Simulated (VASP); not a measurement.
# Sc (P6_3/mmc) in VASP: notebook

Sc is run at these levels: PBE; tasks: single point.

Program: VASP 6.6.1. These are calculated values, not measurements. Logs are shortened: lines on timing, memory, paths and dates and some standing lists are left out, and cuts for length are marked.

## Step 1: The cell of the first run

The structure is hexagonal, space group P6_3/mmc (No. 194). Conventional cell: a = 3.447 Å, b = 3.447 Å, c = 5.384 Å, α = 90.00°, β = 90.00°, γ = 120.00°. Sc (site symmetry -6m2) has 12 Sc at 3.35 to 3.45 Å within 4.4 Å.

## Step 2: Single point, PBE (volume scaled by 1.12)

Contents of INCAR:

```
  PREC = Accurate
  ENCUT = 520
  EDIFF = 1E-7
  ISMEAR = -1
  SIGMA = 0.1
  LREAL = False
  LASPH = True
  NELM = 80
  ALGO = Normal
  ISIF = 2
  LWAVE = False
  LCHARG = True
  GGA = PE
  LELF = True
  LVHAR = True
  NBANDS = 18
```

Contents of KPOINTS:

```
regular mesh
0
Gamma
  18 18 10
```

Contents of POSCAR:

```
Sc
1.0
    3.4471544482      0.0000000000      0.0000000000
   -1.7235772241      2.9853233229      0.0000000000
    0.0000000000      0.0000000000      5.3838484144
Sc
2
Direct
    0.3333333333      0.6666666667      0.2500000000
    0.6666666667      0.3333333333      0.7500000000
```

Potentials or basis: VASP PAW PBE potentials, release 64 (Sc_sv).

On the command line:

```sh
$ cat potpaw_PBE.64/Sc_sv/POTCAR > POTCAR
$ mpirun -np 1 vasp_std > vasp.out
```

OUTCAR:

```text
PREC = Accurate
   ENCUT = 520
   EDIFF = 1E-7
   ISMEAR = -1
   LREAL = False
   LASPH = True
   NELM = 80
   ISIF = 2
   GGA = PE

 ion  position               nearest neighbor table
   1  0.333  0.667  0.250-   2 3.35   2 3.35   2 3.35   2 3.35   2 3.35   2 3.35
   2  0.667  0.333  0.750-   1 3.35   1 3.35   1 3.35   1 3.35   1 3.35   1 3.35

  LATTYP: Found a hexagonal cell.
 ALAT       =     3.4471544482
 C/A-ratio  =     1.5618239610

  Lattice vectors:

 A1 = (   3.4471544482,   0.0000000000,   0.0000000000)
 A2 = (  -1.7235772241,   2.9853233229,   0.0000000000)
 A3 = (   0.0000000000,   0.0000000000,   5.3838484144)

Analysis of symmetry for initial positions (statically):
=====================================================================
 Subroutine PRICEL returns:
 Original cell was already a primitive cell.

 Routine SETGRP: Setting up the symmetry group for a
 hexagonal supercell.

 Subroutine GETGRP returns: Found 24 space group operations
 (whereof 12 operations were pure point group operations)
 out of a pool of 24 trial point group operations.

The static configuration has the point symmetry D_3d.
 The point group associated with its full space group is D_6h.

Analysis of symmetry for dynamics (positions and initial velocities):
=====================================================================
 Subroutine PRICEL returns:
 Original cell was already a primitive cell.

 Routine SETGRP: Setting up the symmetry group for a
 hexagonal supercell.

 Subroutine GETGRP returns: Found 24 space group operations
 (whereof 12 operations were pure point group operations)
 out of a pool of 24 trial point group operations.

The dynamic configuration has the point symmetry D_3d.
 The point group associated with its full space group is D_6h.

 Subroutine INISYM returns: Found 24 space group operations
 (whereof 12 operations are pure point group operations),
 and found     1 'primitive' translations

----------------------------------------------------------------------------------------

                                     Primitive cell

  volume of cell :      55.4045

  direct lattice vectors                    reciprocal lattice vectors
     3.447154448  0.000000000  0.000000000     0.290094342  0.167486046  0.000000000
    -1.723577224  2.985323323  0.000000000     0.000000000  0.334972092  0.000000000
     0.000000000  0.000000000  5.383848414     0.000000000  0.000000000  0.185740742

  length of vectors
     3.447154448  3.447154448  5.383848414     0.334972092  0.334972092  0.185740742

  position of ions in fractional coordinates (direct lattice)
     0.333333333  0.666666667  0.250000000
     0.666666667  0.333333333  0.750000000

  ion indices of the primitive-cell ions
   primitive index   ion index
                 1           1
                 2           2

----------------------------------------------------------------------------------------

 KPOINTS: regular mesh

Automatic generation of k-mesh.
 Grid dimensions read from file:
 generate k-points for:   18   18   10

 Generating k-lattice:

  Cartesian coordinates                     Fractional coordinates (reciprocal lattice)
     0.016116352  0.009304780  0.000000000     0.055555556 -0.000000000  0.000000000
     0.000000000  0.018609561  0.000000000     0.000000000  0.055555556  0.000000000
     0.000000000  0.000000000  0.018574074     0.000000000  0.000000000  0.100000000

  Length of vectors
     0.018609561  0.018609561  0.018574074

  Shift w.r.t. Gamma in fractional coordinates (k-lattice)
     0.000000000  0.000000000  0.000000000

 Subroutine IBZKPT returns following result:
 ===========================================

 Found    222 irreducible k-points:

 Following reciprocal coordinates:
            Coordinates               Weight
  0.000000  0.000000  0.000000      1.000000
  0.055556  0.000000  0.000000      6.000000
  0.111111  0.000000  0.000000      6.000000
  0.166667  0.000000  0.000000      6.000000
  0.222222 -0.000000  0.000000      6.000000
  0.277778  0.000000  0.000000      6.000000
[... 16 lines left out ...]
  0.333333  0.111111  0.000000     12.000000
  0.388889  0.111111  0.000000     12.000000
 [... further k-points ...]
   k-points           NKPTS =    222   k-points in BZ     NKDIM =    222   number of bands    NBANDS=     18
   number of dos      NEDOS =    301   number of ions     NIONS =      2
   total plane-waves  NPLWV =  31360
   dimension x,y,z NGX =    28 NGY =   28 NGZ =   40
   dimension x,y,z NGXF=    56 NGYF=   56 NGZF=   80
   ions per type =               2
   NGX,Y,Z   is equivalent  to a cutoff of  13.50, 13.50, 12.35 a.u.
   NGXF,Y,Z  is equivalent  to a cutoff of  27.01, 27.01, 24.70 a.u.
 SYSTEM =  unknown system
   PREC   = accura    normal or accurate (medium, high low for compatibility)
   ISTART =      0    job   : 0-new  1-cont  2-samecut
   ICHARG =      2    charge: 1-file 2-atom 10-const
   ISPIN  =      1    spin polarized calculation?
   LNONCOLLINEAR =      F non collinear calculations
   LSORBIT =      F    spin-orbit coupling
   LASPH  =      T    aspherical Exc in radial PAW
   ENCUT  =  520.0 eV  38.22 Ry    6.18 a.u.   6.41  6.41 10.01*2*pi/ulx,y,z
   NELM   =     80;   NELMIN=  2; NELMDL= -5     # of ELM steps
   EDIFF  = 0.1E-06   stopping-criterion for ELM
   LREAL  =      F    real-space projection
   EDIFFG = 0.1E-05   stopping-criterion for IOM
   NSW    =      0    number of steps for IOM
   IBRION =     -1    ionic relax: 0-MD 1-quasi-New 2-CG
   NFREE  =      0    steps in history (QN), initial steepest desc. (CG)
   ISIF   =      2    stress and relaxation
   ISYM   =      2    0-nonsym 1-usesym 2-fastsym
   POTIM  = 0.5000    time-step for ionic-motion
   TEBEG  =    0.0;   TEEND  =   0.0 temperature during run
   PSTRESS=    0.0 pullay stress
   NELECT =      22.0000    total number of electrons
   NUPDOWN=      -1.0000    fix difference up-down
   EMIN   =  10.00;   EMAX   =-10.00  energy-range for DOS
   EFERMI =   0.00;   METHOD = LEGACY
   ISMEAR =    -1;   SIGMA  =   0.10  broadening in eV -4-tet -1-fermi 0-gaus
   EFERMI_NEDOS =   21; number of points for ismear=-14 and -15
   IALGO  =     38    algorithm
   IMIX   =      4    mixing-type and parameters
     AMIX     =   0.40;   BMIX     =  1.00
     AMIX_MAG =   1.60;   BMIX_MAG =  1.00
  volume/ion in A,a.u.               =      27.70       186.94
  Fermi-wavevector in a.u.,A,eV,Ry     =   1.203282  2.273873 19.699706  1.447888
  Thomas-Fermi vector in A             =   2.339040
   LORBIT       =      0    0 simple, 1 ext, 2 COOP (PROOUT), +10 PAW based schemes
   GGA     = PE    functional components
   LHFCALC =     F    Hartree Fock is set to
   AEXX    =    0.0000 exact exchange contribution
   IVDW    =     0    specifies the selected vdW correction
   LEPSILON=     F    determine dielectric tensor
   LRPA    =     F    only Hartree local field effects (RPA)
 non-spin polarized calculation
  energy-cutoff  :      520.00
  volume of cell :       55.40
 maximum number of plane-waves:      1516
 NGX is ok and might be reduce to    28
   NGX = 13   NGY = 13   NGZ = 21

 number of electron      22.0000002 magnetization

 Free energy of the ion-electron system (eV)
  ---------------------------------------------------
  ext. energy  EPLUGINS =         0.00000000
  ---------------------------------------------------
  free energy    TOTEN  =       -12.46509353 eV

  energy without entropy =      -12.32649940  energy(sigma->0) =      -12.39579647

 E-fermi :   3.0292     XC(G=0):  -9.4196

 val. band max:        3.0276664409   @ k =   0.3889   0.0000   0.4000
 cond. band min:       3.0301849594   @ k =   0.2778   0.2222   0.4000
 fundamental gap:      0.0025185185
 Fermi energy:         3.0291648889

 k-point     1 :       0.0000    0.0000    0.0000
  band No.  band energies     occupation
      1     -46.6962      2.00000
      2     -46.6541      2.00000
      3     -25.4395      2.00000
      4     -25.2125      2.00000
      5     -25.2125      2.00000
      6     -25.1673      2.00000
[... 10 lines left out ...]
     17       5.0822      0.00000
     18       5.0822      0.00000

 k-point     2 :       0.0556    0.0000    0.0000
  band No.  band energies     occupation
      1     -46.6954      2.00000
      2     -46.6538      2.00000
      3     -25.4368      2.00000
      4     -25.2175      2.00000
      5     -25.2142      2.00000
      6     -25.1727      2.00000
[... 10 lines left out ...]
     17       5.0338      0.00000
     18       5.0466      0.00000

 k-point     3 :       0.1111    0.0000    0.0000
  band No.  band energies     occupation
      1     -46.6929      2.00000
      2     -46.6530      2.00000
      3     -25.4290      2.00000
      4     -25.2321      2.00000
      5     -25.2193      2.00000
      6     -25.1880      2.00000
[... 10 lines left out ...]
     17       4.9513      0.00000
     18       4.9926      0.00000

 k-point     4 :       0.1667    0.0000    0.0000
  band No.  band energies     occupation
      1     -46.6889      2.00000
      2     -46.6519      2.00000
      3     -25.4165      2.00000
      4     -25.2547      2.00000
      5     -25.2269      2.00000
      6     -25.2113      2.00000
[... 10 lines left out ...]
     17       5.0820      0.00000
     18       5.1667      0.00000

 k-point     5 :       0.2222   -0.0000    0.0000
  band No.  band energies     occupation
      1     -46.6840      2.00000
      2     -46.6506      2.00000
      3     -25.4001      2.00000
      4     -25.2826      2.00000
      5     -25.2393      2.00000
      6     -25.2360      2.00000
[... 10 lines left out ...]
     17       5.2815      0.00000
     18       5.3921      0.00000

 k-point     6 :       0.2778    0.0000    0.0000
  band No.  band energies     occupation
      1     -46.6785      2.00000
      2     -46.6494      2.00000
      3     -25.3810      2.00000
      4     -25.3125      2.00000
      5     -25.2685      2.00000
      6     -25.2455      2.00000
[... 10 lines left out ...]
     17       5.5195      0.00000
     18       5.6499      0.00000

 k-point     7 :       0.3333    0.0000    0.0000
  band No.  band energies     occupation
      1     -46.6729      2.00000
      2     -46.6487      2.00000
      3     -25.3606      2.00000
      4     -25.3408      2.00000
      5     -25.2954      2.00000
      6     -25.2542      2.00000
[... 10 lines left out ...]
     17       5.8055      0.00000
     18       5.9162      0.00000

 k-point     8 :       0.3889    0.0000    0.0000
  band No.  band energies     occupation
      1     -46.6680      2.00000
      2     -46.6486      2.00000
      3     -25.3641      2.00000
      4     -25.3409      2.00000
      5     -25.3170      2.00000
      6     -25.2612      2.00000
[... 10 lines left out ...]
     17       6.1498      0.00000
     18       6.1703      0.00000
[... 229 lines left out ...]
     17       5.0780      0.00000
     18       5.3328      0.00000

 k-point    20 :       0.1667    0.1111    0.0000
  band No.  band energies     occupation
      1     -46.6820      2.00000
      2     -46.6501      2.00000
      3     -25.3933      2.00000
      4     -25.2843      2.00000
      5     -25.2663      2.00000
      6     -25.2261      2.00000
[... 10 lines left out ...]
     17       5.2523      0.00000
     18       5.5848      0.00000

 k-point    21 :       0.2222    0.1111    0.0000
  band No.  band energies     occupation
      1     -46.6767      2.00000
      2     -46.6491      2.00000
      3     -25.3747      2.00000
      4     -25.3112      2.00000
      5     -25.2864      2.00000
      6     -25.2412      2.00000
[... 10 lines left out ...]
     17       5.5621      0.00000
     18       5.8659      0.00000

 k-point    22 :       0.2778    0.1111    0.0000
  band No.  band energies     occupation
      1     -46.6714      2.00000
      2     -46.6486      2.00000
      3     -25.3546      2.00000
      4     -25.3377      2.00000
      5     -25.3040      2.00000
      6     -25.2557      2.00000
[... 10 lines left out ...]
     17       5.8735      0.00000
     18       6.1732      0.00000

 k-point    23 :       0.3333    0.1111    0.0000
  band No.  band energies     occupation
      1     -46.6665      2.00000
      2     -46.6486      2.00000
      3     -25.3595      2.00000
      4     -25.3351      2.00000
      5     -25.3180      2.00000
      6     -25.2674      2.00000
[... 10 lines left out ...]
     17       6.1293      0.00000
     18       6.4651      0.00000

 k-point    24 :       0.3889    0.1111    0.0000
  band No.  band energies     occupation
      1     -46.6630      2.00000
      2     -46.6491      2.00000
      3     -25.3738      2.00000
      4     -25.3271      2.00000
      5     -25.3193      2.00000
      6     -25.2749      2.00000
[... 10 lines left out ...]
     17       6.2856      0.00000
     18       6.4818      0.00000

 [... further k-points ...]
[... 5 lines left out ...]
  --------------------------------------------------------------------------------------
  -------------------------------------------------------------------------------------
  Total       -1.7662327     -1.7662327     -1.6713910      0.0000000      0.0000000     -0.0000000
  in kB      -51.0756090    -51.0756090    -48.3329947      0.0000000      0.0000000     -0.0000000
  external PRESSURE =     -50.1614042 kB  Pullay stress =       0.0000000 kB

 VOLUME and BASIS-vectors are now :
 -----------------------------------------------------------------------------
  energy-cutoff  :      520.00
  volume of cell :       55.40
      direct lattice vectors                 reciprocal lattice vectors
     3.447154448  0.000000000  0.000000000     0.290094342  0.167486046  0.000000000
    -1.723577224  2.985323323  0.000000000     0.000000000  0.334972092  0.000000000
     0.000000000  0.000000000  5.383848414     0.000000000  0.000000000  0.185740742

 POSITION                                       TOTAL-FORCE (eV/Angst)
 -----------------------------------------------------------------------------------
     -0.00000      1.99022      1.34596         0.000000     -0.000000      0.000000
      1.72358      0.99511      4.03789        -0.000000      0.000000      0.000000
 -----------------------------------------------------------------------------------
    total drift:                                0.000000     -0.000000      0.000000

  FREE ENERGIE OF THE ION-ELECTRON SYSTEM (eV)
  ---------------------------------------------------
  free  energy   TOTEN  =       -12.4650935312 eV

  energy  without entropy=      -12.3264994018  energy(sigma->0) =      -12.39579647
```

Run time: 3.6 min. Hardware: 1 thread of Intel Xeon Platinum 8259CL at 2.50GHz (Skylake/Cascade Lake), shared host; peak memory 0.31 GiB.

What came out:

```yaml
Free_energy: -12.4651 eV
Pressure: -5.0 GPa
Band_gap_on_the_k_mesh: zero (band 11 reaches 3.91 eV, above the bottom of band 12 at 2.64 eV)
```

Stress tensor (GPa, compression positive):
```
-5.11  0.00  0.00
 0.00 -5.11  0.00
 0.00  0.00 -4.83
```

Levels at points of the mesh, in eV from the Fermi level:
| k point | band 7 | band 8 | band 9 | band 10 | band 11 | band 12 | band 13 | band 14 | band 15 | band 16 |
| --- | --- | --- | --- | --- | --- | --- | --- | --- | --- | --- |
| (0.00, 0.00, 0.00) | -28.20 | -28.18 | -4.90 | -1.49 | 0.38 | 1.44 | 1.44 | 1.64 | 1.82 | 1.82 |
| (0.50, 0.00, 0.00) | -28.25 | -28.22 | -1.57 | -0.95 | -0.54 | -0.36 | 1.12 | 1.23 | 1.64 | 3.26 |
| (0.00, 0.00, 0.50) | -28.22 | -28.22 | -3.49 | -3.49 | 0.88 | 0.88 | 1.37 | 1.37 | 1.37 | 1.37 |
| (0.50, 0.00, 0.50) | -28.25 | -28.25 | -1.32 | -1.32 | 0.03 | 0.03 | 1.08 | 1.08 | 2.10 | 2.10 |

(Part 1 of 2 ends here.)
